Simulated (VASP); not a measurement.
Write the native input for VASP 6.6.1 that does the following.

- Task: single point
- Functional: r2SCAN
- Potentials or basis: VASP PAW PBE potentials, release 64 (K_sv, Br)
- Cutoff: 520 eV
- k mesh: 6 × 6 × 6
- Occupations: gaussian, width 0.01 eV
- Spin: no spin polarisation
- Dipole correction: no
- Further INCAR settings: ALGO = Normal; EDIFF = 1e-06; NBANDS = 15

The system is KBr.

```xyz
2
Lattice="3.9361 0.0000 0.0000 0.0000 3.9361 0.0000 0.0000 0.0000 3.9361" Properties=species:S:1:pos:R:3 pbc="T T T"
K     0.0000    0.0000    0.0000
Br    1.9680    1.9680    1.9680
```

This cell differs from its parent crystal: volume changed by -3%.

One way to write it, as run:

POSCAR

```
KBr
1.0
    3.9360883736      0.0000000000      0.0000000000
    0.0000000000      3.9360883736      0.0000000000
    0.0000000000      0.0000000000      3.9360883736
K Br
1 1
Direct
    0.0000000000      0.0000000000      0.0000000000
    0.5000000000      0.5000000000      0.5000000000
```

INCAR.step1

```
SYSTEM = KBr
PREC = Accurate
ENCUT = 520
ISMEAR = 0
SIGMA = 0.01
LREAL = .FALSE.
LASPH = .TRUE.
NELM = 100
NBANDS = 15
GGA = PE
ALGO = Normal
EDIFF = 1E-4
LWAVE = .TRUE.
LCHARG = .FALSE.
```

INCAR.step2

```
SYSTEM = KBr
PREC = Accurate
ENCUT = 520
EDIFF = 1E-6
ISMEAR = 0
SIGMA = 0.01
LREAL = .FALSE.
LASPH = .TRUE.
NELM = 100
ALGO = Normal
ISIF = 2
LWAVE = .FALSE.
LCHARG = .FALSE.
METAGGA = R2SCAN
LMIXTAU = .TRUE.
NBANDS = 15
ISTART = 1
```

KPOINTS

```
Automatic mesh
0
G
  6 6 6
  0 0 0
```

Potentials or basis: VASP PAW PBE potentials, release 64 (K_sv, Br).

The run is started by

```bash
$ cat potpaw_PBE.64/K_sv/POTCAR potpaw_PBE.64/Br/POTCAR > POTCAR
$ cp INCAR.step1 INCAR
$ mpirun -np 1 vasp_std > vasp.out
$ cp INCAR.step2 INCAR
$ mpirun -np 1 vasp_std > vasp.out
```

It gave:

* Pressure: 0.6 GPa
* Band gap on the k mesh: 4.89 eV, indirect (least direct gap 5.18 eV)

Caveat: the PAW data sets were made with another functional, which shifts forces and pressure a little.

Wall time 88 s on 1 thread of AMD EPYC 7R43 64-Core Processor (Zen 3), with other jobs on the host, peak memory 0.14 GiB.
